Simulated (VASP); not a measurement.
Write the native input for VASP 6.6.1 that does the following.

* Task: single point
* Functional: PBEsol
* Potentials or basis: VASP PAW PBE potentials, release 64 (Na_pv, Ca_sv)
* Cutoff: 520 eV
* k mesh: 8 × 8 × 8
* Occupations: gaussian, width 0.1 eV
* Spin: no spin polarisation
* Dipole correction: no
* Further INCAR settings: ALGO = Normal; EDIFF = 1e-06; NBANDS = 24

The structure of Na3Ca lies in POSCAR:

```
Na3Ca
1.0
    5.5917823855      0.0000000000      0.0000000000
    0.0000000000      5.5917823855      0.0000000000
    0.0000000000      0.0000000000      5.5917823855
Na Ca
3 1
Direct
    0.0000000000      0.5000000000      0.5000000000
    0.5000000000      0.0000000000      0.5000000000
    0.5000000000      0.5000000000      0.0000000000
    0.0000000000      0.0000000000      0.0000000000
```

This cell differs from its parent crystal: strained.

The input as run:

INCAR

```
  PREC = Accurate
  ENCUT = 520
  EDIFF = 1E-6
  ISMEAR = 0
  SIGMA = 0.1
  LREAL = F
  LASPH = T
  NELM = 100
  ALGO = Normal
  ISIF = 2
  LWAVE = F
  LCHARG = F
  GGA = PS
  NBANDS = 24
```

KPOINTS

```
regular mesh
0
Gamma
  8 8 8
```

Potentials or basis: VASP PAW PBE potentials, release 64 (Na_pv, Ca_sv).

The run is started by

```bash
$ cat potpaw_PBE.64/Na_pv/POTCAR potpaw_PBE.64/Ca_sv/POTCAR > POTCAR
$ mpirun -np 1 vasp_std > vasp.out
```

It gave:

```
Pressure : -1.2 GPa
```

Caveat: the cell differs from its parent crystal (strained); the PAW data sets were made with another functional, which shifts forces and pressure a little.

It took 110 s on 1 thread of Intel(R) Xeon(R) Platinum 8488C (Sapphire Rapids), on a shared host, peak memory 0.32 GiB.
